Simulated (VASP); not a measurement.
A run of VASP 6.6.1 is set up as follows.

The input INCAR:

```
PREC = Accurate
ENCUT = 520
EDIFF = 1E-7
ISMEAR = 0
SIGMA = 0.1
LREAL = F
LASPH = T
NELM = 100
ALGO = Normal
ISIF = 2
LWAVE = F
LCHARG = F
GGA = PE
IVDW = 12
NBANDS = 34
```

Contents of KPOINTS:

```
Automatic mesh
0
Gamma
  18 18 6
```

File POSCAR:

```
Tl
1.0
    3.4563066890      0.0000000000      0.0000000000
   -1.7281533445      2.9932493959      0.0000000000
    0.0000000000      0.0000000000     11.3499826864
Tl
4
Direct
    0.0000000000      0.0000000000      0.0000000000
    0.3333333333      0.6666666667      0.2500000000
    0.0000000000      0.0000000000      0.5000000000
    0.6666666667      0.3333333333      0.7500000000
```

Potentials or basis: VASP PAW PBE potentials, release 64 (Tl_d).

The run is started by

```sh
$ cat potpaw_PBE.64/Tl_d/POTCAR > POTCAR
$ mpirun -np 1 vasp_std > vasp.out
```

Q: Estimate the band gap on the k mesh.

A: Zero (bands 26 and 27 overlap by 4.20 eV).

Q: Predict the dispersion energy per atom.

A: -0.334 eV.

Stress tensor (GPa, compression positive):
```
 0.01  0.00  0.00
 0.00  0.01  0.00
 0.00  0.00 -0.20
```

Caveat: spin-orbit coupling is left out, which moves the levels of the heavy elements.
